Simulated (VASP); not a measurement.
# NaI (Fm-3m) in VASP: notebook, part 2 of 2

VASP 6.6.1. Earlier steps stand in the parts before.

## (3) G0W0 quasiparticle levels, PBE

Input file POSCAR:

```
NaI
1.0
    0.0000000000      3.2296282834      3.2296282834
    3.2296282834      0.0000000000      3.2296282834
    3.2296282834      3.2296282834      0.0000000000
Na I
1 1
Direct
    0.0000000000      0.0000000000      0.0000000000
    0.5000000000      0.5000000000      0.5000000000
```

Input file INCAR.step1:

```
PREC = Accurate
ENCUT = 500
EDIFF = 1E-8
ISMEAR = 0
SIGMA = 0.01
LREAL = False
LASPH = True
NELM = 100
ALGO = Normal
LWAVE = True
LCHARG = False
GGA = PE
```

Input file INCAR.step2:

```
PREC = Accurate
ENCUT = 500
EDIFF = 1E-8
ISMEAR = 0
SIGMA = 0.01
LREAL = False
LASPH = True
NELM = 1
ALGO = Exact
LWAVE = True
LCHARG = False
GGA = PE
NBANDS = 261
LOPTICS = True
ISTART = 1
```

Input file INCAR.step3:

```
PREC = Accurate
ENCUT = 500
EDIFF = 1E-8
ISMEAR = 0
SIGMA = 0.01
LREAL = False
LASPH = True
ALGO = EVGW0
LWAVE = False
LCHARG = False
GGA = PE
NELMGW = 1
NBANDS = 261
ENCUTGW = 140.0
NOMEGA = 48
PRECFOCK = Fast
ISTART = 1
NBANDSGW = 16
```

Input file KPOINTS:

```
Automatic mesh
0
Gamma
  4 4 4
```

Potentials or basis: VASP PAW PBE potentials, release 64 (Na_sv_GW, I_GW).

Run with:

```sh
$ cat potpaw_PBE.64/Na_sv_GW/POTCAR potpaw_PBE.64/I_GW/POTCAR > POTCAR
$ cp INCAR.step1 INCAR
$ mpirun -np 1 vasp_std > vasp.out
$ cp INCAR.step2 INCAR
$ mpirun -np 1 vasp_std > vasp.out
$ cp INCAR.step3 INCAR
$ mpirun -np 1 vasp_std > vasp.out
```

OUTCAR:

```text
PREC = Accurate
   ENCUT = 500
   EDIFF = 1E-8
   ISMEAR = 0
   LREAL = False
   LASPH = True
   GGA = PE
   NELMGW = 1
   ENCUTGW = 140.0
   PRECFOCK = Fast
   ISTART = 1

 ion  position               nearest neighbor table
   1  0.000  0.000  0.000-
   2  0.500  0.500  0.500-

  LATTYP: Found a face centered cubic cell.
 ALAT       =     6.4592565668

  Lattice vectors:

 A1 = (   0.0000000000,   3.2296282834,   3.2296282834)
 A2 = (   3.2296282834,   0.0000000000,   3.2296282834)
[... 153 lines left out ...]
   ENCUTLF             =  -1.0    cutoff for local field effects
   NELMGW              =     1    number of iterations in solving QP/BSE equation
   NELMHF              =     1    number of iterations in the inner HF iteration
   NKREDLFX            =     1    NKREDLFY  =   1   NKREDLFZ  =   1
 non-spin polarized calculation
 Gauss-broadening in eV      SIGMA  =   0.01
  energy-cutoff  :      500.00
  volume of cell :       67.37
 maximum number of plane-waves:      1724
 NGX is ok and might be reduce to    36
  NGX = 18; NGY = 18; NGZ = 18
   NGX = 17   NGY = 17   NGZ = 17
 maximum number of plane-waves:       266
 NGX is ok and might be reduce to    18

 QP shifts <psi_nk| G(iteration)W_0 |psi_nk>: iteration 1
 for sc-GW calculations column KS-energies equals QP-energies in previous step
 and V_xc(KS)=  KS-energies - (<T + V_ion + V_H > + <T+V_H+V_ion>^1  + <V_x>^1)

 k-point   1 :       0.0000    0.0000    0.0000
  band No.  KS-energies  QP-energies   sigma(KS)   V_xc(KS)     V^pw_x(r,r')   Z            occupation Imag(sigma)

      1     -49.6701     -58.3515     -40.9959     -29.2787     -49.1331       0.7409       2.0000       0.5586
      2     -21.6086     -26.9971     -35.2194     -28.3130     -41.3430       0.7802       2.0000       0.3344
      3     -21.6086     -26.9971     -35.2194     -28.3130     -41.3430       0.7802       2.0000       0.3344
      4     -21.6086     -26.9971     -35.2194     -28.3130     -41.3430       0.7802       2.0000       0.3344
      5     -10.2061     -11.6665     -13.9356     -11.9506     -18.9307       0.7357       2.0000       1.6172
      6       0.8259      -0.7060     -13.2403     -11.3010     -14.3158       0.7899       2.0000       0.1981
[... 135 lines left out ...]
      2     -21.6112     -26.8952     -35.2072     -28.3023     -41.3298       0.7653       2.0000       0.3358
      3     -21.6112     -26.8952     -35.2072     -28.3023     -41.3298       0.7653       2.0000       0.3358
      4     -21.6112     -26.8952     -35.2072     -28.3023     -41.3298       0.7653       2.0000       0.3358
      5      -9.8002     -11.2112     -14.2210     -12.3480     -19.0751       0.7533       2.0000       1.5064
      6      -0.5959      -2.2739     -12.2574     -10.1070     -13.6846       0.7803       2.0000       0.2590
[... 8 lines left out ...]
     15      13.6368      14.5672      -7.1764      -8.3355      -2.9730       0.8026       0.0000      -0.5120
     16      14.3851      15.3383      -7.8894      -9.0879      -3.5834       0.7953       0.0000      -0.5295
```

It took 6.7 min on 1 thread of Intel Xeon Platinum 8488C (Sapphire Rapids), shared host; peak memory 0.83 GiB.

Results:

```yaml
Band_gap_on_the_k_mesh_mean-field_level: 3.65 eV, direct
Quasiparticle_gap: 5.80 eV
Least_direct_quasiparticle_gap: 5.80 eV
```

Caveat: the k points lie up to 0.42 Å⁻¹ apart; bands, screening cutoff and mesh are small and nothing is extrapolated, so the quasiparticle values aren't converged; spin-orbit coupling is left out, which moves the levels of the heavy elements.
